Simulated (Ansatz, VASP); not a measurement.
# SiW: VASP beside Ansatz

Contents of INCAR:

```
SYSTEM = SiW
PREC = Accurate ; ENCUT = 520
EDIFF = 1E-8 ; ISMEAR = -1
SIGMA = 0.03 ; LREAL = .False.
LASPH = .True. ; NELM = 80
ALGO = Normal ; ISIF = 2
LWAVE = .False. ; LCHARG = .False.
GGA = PE ; LEFG = .True.
NBANDS = 16
```

KPOINTS

```
Automatic mesh
0
Gamma
  11 11 11
  0 0 0
```

Contents of POSCAR:

```
SiW
1.0
    3.0724954836      0.0000000000      0.0000000000
    0.0000000000      3.0724954836      0.0000000000
    0.0000000000      0.0000000000      3.0265234626
W Si
1 1
Direct
    0.0000000000      0.0000000000      0.0000000000
    0.5000000000      0.5000000000      0.5000000000
```

Input for Ansatz:

```yaml
crystal:
  lattice:
    - [3.0724954836, 0.0, 0.0]
    - [0.0, 3.0724954836, 0.0]
    - [0.0, 0.0, 3.0265234626]
  atoms:
    - { symbol: W, position: [0.0, 0.0, 0.0] }
    - { symbol: Si, position: [0.5, 0.5, 0.5] }
kpoints:
  mp_grid: { grid: [11, 11, 11] }
scf:
  occupations: { method: fermi_dirac, width: 0.03 }
hamiltonian:
  xc: pbe
  pseudopotentials: { kind: paw }
output:
  forces: true
  stress: true
  eigenvalues: true
  efg: { contact_densities: true }
```

Change from the starting cell: z stretched by -1 % at fixed volume, PAW files.

Alike in both runs: task electric field gradients; functional PBE; k mesh 11 × 11 × 11; occupations fermi-dirac, width 0.03 eV; no spin polarisation.

```csv
,VASP,Ansatz
version,VASP 6.6.1,Ansatz 0.2.0
potentials or method,"VASP PAW PBE potentials, release 64 (W_sv, Si)","PAW with Ansatz's default frozen-core files, scalar-relativistic"
plane-wave cutoff (eV),520,420
valence electrons in the cell,18,18
```

|  | VASP | Ansatz | Ansatz less VASP |
| --- | --- | --- | --- |
| pressure (GPa) | 0.2 | 0.0 | -0.21 |
| traceless stress, the component that is largest in VASP (GPa) | -0.95 | -0.93 | +0.017 |
| size of Vzz on the site where it differs most (V/Å²) | 20.0 | 21.8 | +1.72 |

Spin-orbit coupling is off throughout.
